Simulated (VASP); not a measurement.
Set up this calculation in VASP 6.6.1, as the native input.

| Property | Result |
| --- | --- |
| Task | single point |
| Functional | r2SCAN |
| Potentials or basis | VASP PAW PBE potentials, release 64 (Na_pv) |
| Cutoff | 520 eV |
| k mesh | 12 × 12 × 8 |
| Occupations | gaussian, width 0.15 eV |
| Spin | no spin polarisation |
| Dipole correction | no |
| Further INCAR settings | ALGO = Normal; EDIFF = 1e-06; NBANDS = 14 |

The system is Na.

```
Na
1.0
     3.76700    0.00000    0.00000
    -1.88350    3.26232    0.00000
     0.00000    0.00000    6.15400
Na
2
Direct
  0.28892 0.63415 0.20125
  0.66667 0.33333 0.75000
```

This cell differs from its parent crystal: atom 1 (Na) moved by (-0.150, -0.300) A along [1 1 0] and z.

One way to write it, as run:

POSCAR

```
Na
1.0
    3.7670009976      0.0000000000      0.0000000000
   -1.8835004988      3.2623185600      0.0000000000
    0.0000000000      0.0000000000      6.1540000000
Na
2
Direct
    0.2889204805      0.6341542019      0.2012512187
    0.6666666667      0.3333333333      0.7500000000
```

INCAR.step1

```
SYSTEM = Na
  PREC = Accurate
  ENCUT = 520
  ISMEAR = 0
  SIGMA = 0.15
  LREAL = .FALSE.
  LASPH = .TRUE.
  NELM = 100
  NBANDS = 14
  GGA = PE
  ALGO = Normal
  EDIFF = 1E-4
  LWAVE = .TRUE.
  LCHARG = .FALSE.
```

INCAR.step2

```
SYSTEM = Na
  PREC = Accurate
  ENCUT = 520
  EDIFF = 1E-6
  ISMEAR = 0
  SIGMA = 0.15
  LREAL = .FALSE.
  LASPH = .TRUE.
  NELM = 100
  ALGO = Normal
  ISIF = 2
  LWAVE = .FALSE.
  LCHARG = .FALSE.
  METAGGA = R2SCAN
  LMIXTAU = .TRUE.
  NBANDS = 14
  ISTART = 1
```

KPOINTS

```
regular mesh
0
G
  12 12 8
  0 0 0
```

Potentials or basis: VASP PAW PBE potentials, release 64 (Na_pv).

The run is started by

```bash
$ cat potpaw_PBE.64/Na_pv/POTCAR > POTCAR
$ cp INCAR.step1 INCAR
$ mpirun -np 1 vasp_std > vasp.out
$ cp INCAR.step2 INCAR
$ mpirun -np 1 vasp_std > vasp.out
```

Results of the run:

The pressure is 0.2 GPa and the largest force is 0.255 eV/Å. The band gap on the k mesh is zero (bands 7 and 8 overlap by 4.25 eV).

Caveat: the cell differs from its parent crystal (atom 1 (Na) moved by (-0.150, -0.300) A along [1 1 0] and z); the PAW data sets were made with another functional, which shifts forces and pressure a little.

Run time: 26 min on 1 thread of Intel Xeon 8259CL, with other jobs on the host, peak memory 0.53 GiB.
